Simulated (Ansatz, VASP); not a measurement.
Ca3Ge: VASP beside Ansatz

```
CELL_PARAMETERS angstrom
4.86259 0.00000 0.00000
0.00000 4.86259 0.00000
0.00000 0.00000 4.86259
ATOMIC_POSITIONS crystal
Ca 0.00000 0.50000 0.50000
Ca 0.50000 0.00000 0.50000
Ca 0.50000 0.50000 0.00000
Ge 0.00000 0.00000 0.00000
```

Alike in both runs: functional PBE; k mesh 4 × 4 × 4; occupations gaussian, width 0.1 eV; no spin polarisation.

Ansatz relaxed the structure, and its values are those at the end. VASP's run is a single point on that final structure, the one shown.

|  | VASP | Ansatz |
| --- | --- | --- |
| version | VASP 6.6.1 | Ansatz 0.2.0 |
| potentials or method | VASP PAW PBE potentials, release 64 (Ca_sv, Ge_d), cutoff 520 eV | scalar-relativistic, plane waves, PAW |
| valence electrons in the cell | 44 | 44 |

|  | VASP | Ansatz | Ansatz less VASP |
| --- | --- | --- | --- |
| gap on the k mesh at the Fermi level (eV) | none | none | - |
| pressure (GPa) | 0.2 | 0.1 | -0.05 |

A gap of «none» marks a metal or a gap that the smearing closes.
